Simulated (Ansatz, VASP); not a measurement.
InPd: VASP beside Ansatz

```
In Pd
1.0
     3.27188    0.00000    0.00000
     0.00000    3.27188    0.00000
     0.00000    0.00000    3.27188
In Pd
1 1
Cartesian
  0.0000 0.0000 0.0000
  1.6359 1.6359 1.6359
```

Alike in both runs: functional RPBE; k mesh 8 × 8 × 8; occupations fermi-dirac, width 0.05 eV; no spin polarisation.

```csv
,VASP,Ansatz
version,VASP 6.6.1,Ansatz 0.2.0
potentials or method,"VASP PAW PBE potentials, release 64 (In_d, Pd), cutoff 520 eV","all-electron LAPW, scalar-relativistic"
task,single point,band structure
```

|  | VASP | Ansatz | Ansatz less VASP |
| --- | --- | --- | --- |
| gap on the k mesh at the Fermi level (eV) | none | none | - |
| pressure (GPa) | 7.2 | 7.1 | -0.10 |

VASP's potentials were made for PBE, not for RPBE. A gap of «none» marks a metal or a gap that the smearing closes. Ansatz ran all-electron here, and VASP with PAW potentials.
